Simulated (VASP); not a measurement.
Write the native input for VASP 6.6.1 that does the following.

- Task: relaxation of cell and atoms
- Functional: PBE
- Potentials or basis: VASP PAW PBE potentials, release 64 (Tl_d, Cu)
- Cutoff: 600 eV
- k mesh: 10 × 10 × 10
- Occupations: gaussian, width 0.1 eV
- Spin: no spin polarisation
- Dipole correction: no
- Further INCAR settings: ALGO = Fast; EDIFF = 1e-06; IBRION = 2; EDIFFG = -0.01; NSW = 100; ISIF = 3

The structure of Tl3Cu lies in POSCAR:

```
Tl3Cu
1.0
    4.7158267348      0.0000000000      0.0000000000
    0.0000000000      4.7158267348      0.0000000000
    0.0000000000      0.0000000000      4.7158267348
Tl Cu
3 1
Direct
    0.0000000000      0.5000000000      0.5000000000
    0.5000000000      0.0000000000      0.5000000000
    0.5000000000      0.5000000000      0.0000000000
    0.0000000000      0.0000000000      0.0000000000
```

One way to write it, as run:

INCAR

```
PREC     = Accurate       # precision mode
ENCUT    = 600            # plane-wave cutoff, eV
EDIFF    = 1E-6           # SCF threshold, eV
ISMEAR   = 0              # smearing method
SIGMA    = 0.1            # smearing width, eV
LREAL    = False          # projectors in reciprocal space
LASPH    = True           # aspherical terms in the spheres
NELM     = 100            # most SCF steps
ALGO     = Fast           # electronic algorithm
ISIF     = 3              # what is computed and relaxed
LWAVE    = False          # write WAVECAR
LCHARG   = False          # write CHGCAR
GGA      = PE             # functional
IBRION   = 2              # ionic algorithm
NSW      = 100            # ionic steps
EDIFFG   = -0.01          # ionic threshold
```

KPOINTS

```
Automatic mesh
0
Gamma
  10 10 10
```

Potentials or basis: VASP PAW PBE potentials, release 64 (Tl_d, Cu).

Launch:

```sh
$ cat potpaw_PBE.64/Tl_d/POTCAR potpaw_PBE.64/Cu/POTCAR > POTCAR
$ mpirun -np 1 vasp_std > vasp.out
```

It gave:

| Property | Result |
| --- | --- |
| Pressure after relaxing | 0.0 GPa |
| Band gap on the k mesh | zero (bands 25 and 26 overlap by 3.19 eV) |

Caveat: the relaxation stopped at its first step, so nothing moved; spin-orbit coupling is left out, which moves the levels of the heavy elements.

Wall time 3 min on 1 thread of Intel(R) Xeon(R) Platinum 8488C (Sapphire Rapids), with other jobs on the host, peak memory 0.36 GiB.
